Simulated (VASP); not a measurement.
# P in VASP: further runs, part 2 of 3

VASP 6.6.1.

## Step 3: Single point, PBE+D3(BJ) (layers slid over each other)

The input, INCAR:

```
SYSTEM = P
ALGO     = Normal         ! electronic algorithm
DIPOL    = 0.5 0.5 0.400
EDIFF    = 1E-6           ! SCF threshold, eV
ENCUT    = 520            ! plane-wave cutoff, eV
GGA      = PE             ! functional
IDIPOL   = 3            
ISIF     = 2              ! what is computed and relaxed
ISMEAR   = 0              ! smearing method
IVDW     = 12             ! dispersion correction
LASPH    = .True.         ! aspherical terms in the spheres
LCHARG   = .False.        ! write CHGCAR
LDIPOL   = .True.       
LREAL    = .False.        ! projectors in reciprocal space
LWAVE    = .False.        ! write WAVECAR
NBANDS   = 30             ! bands
NELM     = 60             ! most SCF steps
PREC     = Accurate       ! precision mode
SIGMA    = 0.05           ! smearing width, eV
```

The input, KPOINTS:

```
k-points
0
Gamma
  8 6 1
  0 0 0
```

The input, POSCAR:

```
P
1.0
    3.2961869271      0.0000000000      0.0000000000
    0.0000000000      4.4391555608      0.0000000000
    0.0000000000      0.0000000000     21.7461973993
P
8
Direct
    0.5000000000      0.9174951521      0.2069327302
    0.0000000000      0.5825048479      0.2069327302
    0.5000000000      0.0825048479      0.3045635326
    0.0000000000      0.4174951521      0.3045635326
    0.8750000000      0.4575048479      0.4958613454
    0.3750000000      0.1225145437      0.4958613454
    0.8750000000     -0.3774854563      0.5934921477
    0.3750000000     -0.0424951521      0.5934921477
```

Potentials or basis: VASP PAW PBE potentials, release 64 (P).

Launch:

```
$ cat potpaw_PBE.64/P/POTCAR > POTCAR
$ mpirun -np 1 vasp_std > vasp.out
```

OUTCAR:

```text
SYSTEM = P
   EDIFF = 1E-6
   ENCUT = 520
   GGA = PE
   ISIF = 2
   ISMEAR = 0
   IVDW = 12
   LASPH = .True.
   LREAL = .False.
   NELM = 60
   PREC = Accurate
 IVDW          = 12

 ion  position               nearest neighbor table
   1  0.500  0.917  0.207-   2 2.22   2 2.22   3 2.25
   2  0.000  0.583  0.207-   1 2.22   1 2.22   4 2.25
   3  0.500  0.083  0.305-   4 2.22   4 2.22   1 2.25
   4  0.000  0.417  0.305-   3 2.22   3 2.22   2 2.25
   5  0.875  0.458  0.496-   6 2.22   6 2.22   7 2.25
   6  0.375  0.123  0.496-   5 2.22   5 2.22   8 2.25
   7  0.875  0.623  0.593-   8 2.22   8 2.22   5 2.25
   8  0.375  0.958  0.593-   7 2.22   7 2.22   6 2.25

  LATTYP: Found a simple orthorhombic cell.
 ALAT       =     3.2961869271
 B/A-ratio  =     1.3467547985
 C/A-ratio  =     6.5973799060

  Lattice vectors:

 A1 = (   3.2961869271,   0.0000000000,   0.0000000000)
 A2 = (   0.0000000000,   4.4391555608,   0.0000000000)
 A3 = (   0.0000000000,   0.0000000000,  21.7461973993)

Analysis of symmetry for initial positions (statically):
=====================================================================
 Subroutine PRICEL returns:
 Original cell was already a primitive cell.

 Routine SETGRP: Setting up the symmetry group for a
 simple orthorhombic supercell.

 Subroutine GETGRP returns: Found  2 space group operations
 (whereof  1 operations were pure point group operations)
 out of a pool of  8 trial point group operations.

The static configuration has the point symmetry C_1 .
 The point group associated with its full space group is S_2 .

Analysis of symmetry for dynamics (positions and initial velocities):
=====================================================================
 Subroutine PRICEL returns:
 Original cell was already a primitive cell.

 Routine SETGRP: Setting up the symmetry group for a
 simple orthorhombic supercell.

 Subroutine GETGRP returns: Found  2 space group operations
 (whereof  1 operations were pure point group operations)
 out of a pool of  8 trial point group operations.

The dynamic configuration has the point symmetry C_1 .
 The point group associated with its full space group is S_2 .

 Subroutine INISYM returns: Found  2 space group operations
 (whereof  1 operations are pure point group operations),
 and found     1 'primitive' translations

----------------------------------------------------------------------------------------

                                     Primitive cell

  volume of cell :     318.1966

  direct lattice vectors                    reciprocal lattice vectors
     3.296186927  0.000000000  0.000000000     0.303380853  0.000000000  0.000000000
     0.000000000  4.439155561  0.000000000     0.000000000  0.225268069  0.000000000
     0.000000000  0.000000000 21.746197399     0.000000000  0.000000000  0.045985051

  length of vectors
     3.296186927  4.439155561 21.746197399     0.303380853  0.225268069  0.045985051

  position of ions in fractional coordinates (direct lattice)
     0.500000000  0.917495152  0.206932730
     0.000000000  0.582504848  0.206932730
     0.500000000  0.082504848  0.304563533
     0.000000000  0.417495152  0.304563533
     0.875000000  0.457504848  0.495861345
     0.375000000  0.122514544  0.495861345
[... 70 lines left out ...]
   dimension x,y,z NGX =    28 NGY =   36 NGZ =  162
   dimension x,y,z NGXF=    56 NGYF=   72 NGZF=  324
   ions per type =               8
   NGX,Y,Z   is equivalent  to a cutoff of  14.12, 13.48, 12.38 a.u.
   NGXF,Y,Z  is equivalent  to a cutoff of  28.24, 26.96, 24.77 a.u.
 SYSTEM =  P
   PREC   = accura    normal or accurate (medium, high low for compatibility)
   ISTART =      0    job   : 0-new  1-cont  2-samecut
   ICHARG =      2    charge: 1-file 2-atom 10-const
   ISPIN  =      1    spin polarized calculation?
   LNONCOLLINEAR =      F non collinear calculations
   LSORBIT =      F    spin-orbit coupling
   LASPH  =      T    aspherical Exc in radial PAW
   ENCUT  =  520.0 eV  38.22 Ry    6.18 a.u.   6.13  8.25 40.43*2*pi/ulx,y,z
   NELM   =     60;   NELMIN=  2; NELMDL= -5     # of ELM steps
   EDIFF  = 0.1E-05   stopping-criterion for ELM
   LREAL  =      F    real-space projection
   EDIFFG = 0.1E-04   stopping-criterion for IOM
   NSW    =      0    number of steps for IOM
   IBRION =     -1    ionic relax: 0-MD 1-quasi-New 2-CG
   NFREE  =      0    steps in history (QN), initial steepest desc. (CG)
   ISIF   =      2    stress and relaxation
   ISYM   =      2    0-nonsym 1-usesym 2-fastsym
   POTIM  = 0.5000    time-step for ionic-motion
   TEBEG  =    0.0;   TEEND  =   0.0 temperature during run
   PSTRESS=    0.0 pullay stress
   NELECT =      40.0000    total number of electrons
   NUPDOWN=      -1.0000    fix difference up-down
   EMIN   =  10.00;   EMAX   =-10.00  energy-range for DOS
   EFERMI =   0.00;   METHOD = LEGACY
   ISMEAR =     0;   SIGMA  =   0.05  broadening in eV -4-tet -1-fermi 0-gaus
   EFERMI_NEDOS =   21; number of points for ismear=-14 and -15
   IALGO  =     38    algorithm
   IMIX   =      4    mixing-type and parameters
     AMIX     =   0.40;   BMIX     =  1.00
     AMIX_MAG =   1.60;   BMIX_MAG =  1.00
  volume/ion in A,a.u.               =      39.77       268.41
  Fermi-wavevector in a.u.,A,eV,Ry     =   0.820093  1.549751  9.150628  0.672552
  Thomas-Fermi vector in A             =   1.931014
   LORBIT       =      0    0 simple, 1 ext, 2 COOP (PROOUT), +10 PAW based schemes
   GGA     = PE    functional components
   LHFCALC =     F    Hartree Fock is set to
   AEXX    =    0.0000 exact exchange contribution
   IVDW    =    12    specifies the selected vdW correction
   LEPSILON=     F    determine dielectric tensor
   LRPA    =     F    only Hartree local field effects (RPA)
 non-spin polarized calculation
 Gauss-broadening in eV      SIGMA  =   0.05
  energy-cutoff  :      520.00
  volume of cell :      318.20
 maximum number of plane-waves:      8606
 NGX is ok and might be reduce to    28
   NGX = 13   NGY = 17   NGZ = 81

 dipolmoment           0.000000      0.000000      0.000082 electrons x Angstroem

 number of electron      39.9999999 magnetization

 dipolmoment           0.000000      0.000000     -0.000003 electrons x Angstroem

 Free energy of the ion-electron system (eV)
  ---------------------------------------------------
  ext. energy  EPLUGINS =         0.00000000
  ---------------------------------------------------
  free energy    TOTEN  =       -42.90089626 eV

  energy without entropy =      -42.90089625  energy(sigma->0) =      -42.90089625

 E-fermi :   0.6101     XC(G=0):  -5.3620

 val. band max:        0.4342770429   @ k =   0.0000   0.0000   0.0000
 cond. band min:       0.7859089319   @ k =   0.0000   0.0000   0.0000
 fundamental gap:      0.3516318890
 Fermi energy:         0.6101131140

 k-point     1 :       0.0000    0.0000    0.0000
  band No.  band energies     occupation
      1     -14.8194      2.00000
      2     -14.8027      2.00000
      3     -12.2265      2.00000
      4     -12.1750      2.00000
      5      -8.6898      2.00000
      6      -8.6802      2.00000
[... 781 lines left out ...]
     29       5.7603      0.00000
     30       5.8660      0.00000

 [... further k-points ...]

------------------------ aborting loop because EDIFF is reached ----------------------------------------

 vacuum level on the upper side and lower side of the slab       (xc-potential included)        -0.139        -0.140

 Edisp (eV)   -2.19930

 E8    (eV) :    -0.8618

  FORCE on cell =-STRESS in cart. coord.  units (eV):
  Direction    XX          YY          ZZ          XY          YZ          ZX
  --------------------------------------------------------------------------------------
  -------------------------------------------------------------------------------------
  Total      -0.48196    -0.52877    -1.11822    -0.00098     0.01310    -0.04396
  in kB      -2.42677    -2.66245    -5.63042    -0.00492     0.06595    -0.22135
  external pressure =       -3.57 kB  Pullay stress =        0.00 kB

 VOLUME and BASIS-vectors are now :
 -----------------------------------------------------------------------------
  energy-cutoff  :      520.00
  volume of cell :      318.20
      direct lattice vectors                 reciprocal lattice vectors
     3.296186927  0.000000000  0.000000000     0.303380853  0.000000000  0.000000000
     0.000000000  4.439155561  0.000000000     0.000000000  0.225268069  0.000000000
     0.000000000  0.000000000 21.746197399     0.000000000  0.000000000  0.045985051

 POSITION                                       TOTAL-FORCE (eV/Angst)
 -----------------------------------------------------------------------------------
      1.64809      4.07290      4.50000         0.001657     -0.025172      0.049624
      0.00000      2.58583      4.50000         0.001386      0.028221      0.060246
      1.64809      0.36625      6.62310         0.002088      0.015961      0.012490
      0.00000      1.85333      6.62310         0.002438     -0.025343      0.020920
      2.88416      2.03094     10.78310        -0.002088     -0.015961     -0.012490
      1.23607      0.54386     10.78310        -0.002438      0.025343     -0.020920
      2.88416      2.76344     12.90620        -0.001657      0.025172     -0.049624
      1.23607      4.25051     12.90620        -0.001386     -0.028221     -0.060246
 -----------------------------------------------------------------------------------
    total drift:                               -0.000000     -0.000006     -0.000050

  FREE ENERGIE OF THE ION-ELECTRON SYSTEM (eV)
  ---------------------------------------------------
  free  energy   TOTEN  =       -45.1001988215 eV

  energy  without entropy=      -45.1001988165  energy(sigma->0) =      -45.10019882

 vacuum level on the upper side and lower side of the slab         5.125         5.125
```

It took 2.6 min on 1 thread of Intel Xeon 6975P-C (Granite Rapids), shared host; peak memory 0.47 GiB.

What came out:

| Item | Value |
| --- | --- |
| Free energy | -45.1002 eV |
| Largest force | 0.067 eV/Å |
| Band gap on the k mesh | 0.35 eV |
| Dispersion energy per atom | -0.275 eV |

Forces on the atoms (eV/Å):
```
P    0.002 -0.025  0.050
P    0.001  0.028  0.060
P    0.002  0.016  0.012
P    0.002 -0.025  0.021
P   -0.002 -0.016 -0.012
P   -0.002  0.025 -0.021
P   -0.002  0.025 -0.050
P   -0.001 -0.028 -0.060
```

Caveat: the cell differs from its parent crystal (layers slid over each other).

## Step 4: Single point, PBE+D3(BJ) (layers slid over each other)

The input, INCAR:

```
PREC     = Accurate       # precision mode
ENCUT    = 520            # plane-wave cutoff, eV
EDIFF    = 1E-7           # SCF threshold, eV
ISMEAR   = 0              # smearing method
SIGMA    = 0.05           # smearing width, eV
LREAL    = False          # projectors in reciprocal space
LASPH    = True           # aspherical terms in the spheres
NELM     = 80             # most SCF steps
ALGO     = Normal         # electronic algorithm
ISIF     = 2              # what is computed and relaxed
LWAVE    = False          # write WAVECAR
LCHARG   = False          # write CHGCAR
LDIPOL   = True         
IDIPOL   = 3            
DIPOL    = 0.5 0.5 0.373
GGA      = PE             # functional
IVDW     = 12             # dispersion correction
NBANDS   = 30             # bands
```

The input, KPOINTS:

```
regular mesh
0
Gamma
  8 6 1
```

The input, POSCAR:

```
P
1.0
    3.2961869271      0.0000000000      0.0000000000
    0.0000000000      4.4391555608      0.0000000000
    0.0000000000      0.0000000000     21.7461973993
P
8
Direct
    0.5000000000      0.9174951521      0.2069327302
    0.0000000000      0.5825048479      0.2069327302
    0.5000000000      0.0825048479      0.3045635326
    0.0000000000      0.4174951521      0.3045635326
    1.1250000000      0.7075048479      0.4406792840
    0.6250000000      0.3725145437      0.4406792840
    1.1250000000     -0.1274854563      0.5383100863
    0.6250000000      0.2075048479      0.5383100863
```

Launch:

```
$ cat potpaw_PBE.64/P/POTCAR > POTCAR
$ mpirun -np 1 vasp_std > vasp.out
```

It took 3 min on 1 thread of Intel Xeon 6975P-C (Granite Rapids), shared host; peak memory 0.47 GiB.

Results (log left out):

* Free energy: -45.2930 eV
* Largest force: 0.175 eV/Å
* Band gap on the k mesh: 0.81 eV
* Dispersion energy per atom: -0.309 eV

Forces in eV/Å, atoms in the order of the input:
```
P   -0.005 -0.024 -0.070
P    0.019  0.064  0.011
P    0.018 -0.174  0.006
P   -0.008 -0.026 -0.124
P   -0.018  0.174 -0.006
P    0.008  0.026  0.124
P    0.005  0.024  0.070
P   -0.019 -0.064 -0.011
```

Levels at points of the mesh, in eV from the valence-band top:
```tsv
k point	band 17	band 18	band 19	band 20	band 21	band 22	band 23	band 24
(0.00, 0.00, 0.00)	-1.67	-1.48	-0.31	0.00	0.81	1.44	1.71	1.75
(0.50, 0.00, 0.00)	-2.33	-2.25	-1.68	-1.54	1.13	1.14	1.37	1.38
(0.00, 0.50, 0.00)	-1.17	-1.03	-0.90	-0.65	1.85	2.12	2.20	2.22
(0.50, 0.50, 0.00)	-1.85	-1.52	-1.22	-0.72	1.92	2.20	2.90	3.03
```

Caveat: the cell differs from its parent crystal (layers slid over each other).

## Step 5: Single point, PBE+D3(BJ) (layers slid over each other)

The input, INCAR:

```
SYSTEM = P
PREC = Accurate ; ENCUT = 520
EDIFF = 1E-7 ; ISMEAR = 0
SIGMA = 0.05 ; LREAL = .False.
LASPH = .True. ; NELM = 100
ALGO = Normal ; ISIF = 2
LWAVE = .False. ; LCHARG = .True.
LDIPOL = .True. ; IDIPOL = 3
DIPOL = 0.5 0.5 0.385 ; GGA = PE
IVDW = 12 ; LELF = .True.
LVHAR = .True. ; LVACPOTAV = .True.
NBANDS = 30
```

The input, KPOINTS:

```
Automatic mesh
0
Gamma
  8 6 1
  0 0 0
```

The input, POSCAR:

```
P
1.0
    3.2961869271      0.0000000000      0.0000000000
    0.0000000000      4.4391555608      0.0000000000
    0.0000000000      0.0000000000     21.7461973993
P
8
Direct
    0.5000000000      0.9174951521      0.2069327302
    0.0000000000      0.5825048479      0.2069327302
    0.5000000000      0.0825048479      0.3045635326
    0.0000000000      0.4174951521      0.3045635326
    1.1250000000      0.7075048479      0.4645915106
    0.6250000000      0.3725145437      0.4645915106
    1.1250000000     -0.1274854563      0.5622223129
    0.6250000000      0.2075048479      0.5622223129
```

Launch:

```
$ cat potpaw_PBE.64/P/POTCAR > POTCAR
$ mpirun -np 1 vasp_std > vasp.out
```

It took 3 min on 1 thread of Intel Xeon 6975P-C (Granite Rapids), shared host; peak memory 0.47 GiB.

It converged, with:

```
Free energy                : -45.2580 eV
Largest force              : 0.081 eV/Å
Band gap on the k mesh     : 0.59 eV
Dispersion energy per atom : -0.292 eV
```

Forces in eV/Å, atoms in the order of the input:
```
P   -0.002 -0.022  0.005
P    0.005  0.048  0.059
P    0.002 -0.039  0.071
P   -0.005 -0.035  0.066
P   -0.002  0.039 -0.071
P    0.005  0.035 -0.066
P    0.002  0.022 -0.005
P   -0.005 -0.048 -0.059
```

Levels at points of the mesh, in eV from the valence-band top:
```tsv
k point	band 18	band 19	band 20	band 21	band 22	band 23
(0.00, 0.00, 0.00)	-1.63	-0.14	0.00	0.59	1.32	1.53
(0.50, 0.00, 0.00)	-2.21	-1.84	-1.79	1.20	1.21	1.36
(0.00, 0.50, 0.00)	-1.05	-0.99	-0.85	2.01	2.07	2.17
(0.50, 0.50, 0.00)	-1.43	-1.26	-1.02	2.07	2.21	2.67
```

Caveat: the cell differs from its parent crystal (layers slid over each other).

(Continued in part 3 of 3.)
